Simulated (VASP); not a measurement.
Write the native input for VASP 6.6.1 that does the following.

```yaml
Task: single point
Functional: PBEsol
Potentials_or_basis: VASP PAW PBE potentials, release 64 (Ti_sv)
Cutoff: 500 eV
k_mesh: 8 × 8 × 8
Occupations: fermi-dirac, width 0.3 eV
Spin: no spin polarisation
Dipole_correction: no
Further_INCAR_settings: ALGO = Normal; EDIFF = 1e-06; NBANDS = 12
```

The structure of Ti lies in POSCAR:

```
Ti
1.0
    0.0000000000      2.0300000000      2.0300000000
    2.0300000000      0.0000000000      2.0300000000
    2.0300000000      2.0300000000      0.0000000000
Ti
1
Direct
    0.0000000000      0.0000000000      0.0000000000
```

One way to write it, as run:

INCAR

```
SYSTEM = Ti
PREC = Accurate ; ENCUT = 500
EDIFF = 1E-6 ; ISMEAR = -1
SIGMA = 0.3 ; LREAL = .FALSE.
LASPH = .TRUE. ; NELM = 120
ALGO = Normal ; ISIF = 2
LWAVE = .FALSE. ; LCHARG = .TRUE.
GGA = PS ; LELF = .TRUE.
LVHAR = .TRUE. ; NBANDS = 12
GGA_COMPAT = .FALSE.
```

KPOINTS

```
regular mesh
0
G
  8 8 8
  0 0 0
```

Potentials or basis: VASP PAW PBE potentials, release 64 (Ti_sv).

Command:

```bash
$ cat potpaw_PBE.64/Ti_sv/POTCAR > POTCAR
$ mpirun -np 1 vasp_std > vasp.out
```

Results of the run:

```json
{
 "Pressure": "1.9 GPa",
 "Band gap on the k mesh": "zero (band 6 reaches 9.43 eV, above the bottom of band 7 at 8.13 eV)"
}
```

Caveat: the PAW data sets were made with another functional, which shifts forces and pressure a little.

It took 14 s on 1 thread of Intel Xeon 8259CL, with other jobs on the host, peak memory 0.13 GiB.
